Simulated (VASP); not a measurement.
Here is a VASP 6.6.1 calculation.

Contents of INCAR:

```
SYSTEM = Zn4SeO3
ALGO = Normal
EDIFF = 1E-7
ENCUT = 520
GGA = PE
ISIF = 2
ISMEAR = 0
LASPH = .True.
LCHARG = .False.
LREAL = .False.
LWAVE = .False.
NBANDS = 46
NELM = 100
PREC = Accurate
SIGMA = 0.2
```

File KPOINTS:

```
k-points
0
Gamma
  4 4 4
  0 0 0
```

File POSCAR:

```
Zn4SeO3
1.0
    4.8922694552      0.0000000000      0.0000000000
    0.0000000000      4.8922694552      0.0000000000
    0.0000000000      0.0000000000      4.8922694552
Zn Se O
4 1 3
Direct
    0.2773677031      0.2773677031      0.2773677031
    0.2773677031      0.7226322969      0.7226322969
    0.7226322969      0.2773677031      0.7226322969
    0.7226322969      0.7226322969      0.2773677031
    0.0000000000      0.0000000000      0.0000000000
    0.5000000000      0.5000000000      1.0000000000
    0.5000000000      1.0000000000      0.5000000000
    1.0000000000      0.5000000000      0.5000000000
```

Potentials or basis: VASP PAW PBE potentials, release 64 (Zn, Se, O).

Command:

```sh
$ cat potpaw_PBE.64/Zn/POTCAR potpaw_PBE.64/Se/POTCAR potpaw_PBE.64/O/POTCAR > POTCAR
$ mpirun -np 1 vasp_std > vasp.out
```

**Question.** Estimate the pressure.

**Answer.** 0.6 GPa.

**Question.** What does it give for the largest force?

**Answer.** 0.008 eV/Å.

Forces on the atoms (eV/Å):
```
Zn   0.005  0.005  0.005
Zn   0.005 -0.005 -0.005
Zn  -0.005  0.005 -0.005
Zn  -0.005 -0.005  0.005
Se   0.000  0.000  0.000
O    0.000  0.000  0.000
O    0.000  0.000  0.000
O    0.000  0.000  0.000
```
